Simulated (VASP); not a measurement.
Here is a VASP 6.6.1 calculation.

File INCAR:

```
SYSTEM = Ba
ALGO = Normal
EDIFF = 1E-6
ENCUT = 500
GGA = PS
GGA_COMPAT = .FALSE.
ISIF = 2
ISMEAR = 0
LASPH = .TRUE.
LCHARG = .FALSE.
LREAL = .FALSE.
LWAVE = .FALSE.
NBANDS = 11
NELM = 120
PREC = Accurate
SIGMA = 0.15
```

File KPOINTS:

```
k-points
0
G
  14 14 8
  0 0 0
```

POSCAR

```
Ba
1.0
    1.8768000000     -3.5040000000      0.0000000000
    1.8768000000      3.5040000000      0.0000000000
    0.0000000000      0.0000000000      5.7000000000
Ba
1
Direct
    0.0000000000      0.0000000000      0.0000000000
```

Potentials or basis: VASP PAW PBE potentials, release 64 (Ba_sv).

Launch:

```console
$ cat potpaw_PBE.64/Ba_sv/POTCAR > POTCAR
$ mpirun -np 1 vasp_std > vasp.out
```

Q: What does it give for the band gap on the k mesh?

A: Zero (bands 5 and 6 overlap by 1.39 eV).

Q: Predict the pressure.

A: 0.7 GPa.

Stress tensor (GPa, compression positive):
```
 3.28  0.00  0.00
 0.00  1.52  0.00
 0.00  0.00 -2.63
```

Caveat: the cell differs from its parent crystal (strain -0.040 along x and y, +0.000 along z); the stress differs along the axes, from -3 to 3 GPa; the PAW data sets were made with another functional, which shifts forces and pressure a little; spin-orbit coupling is left out, which moves the levels of the heavy elements.
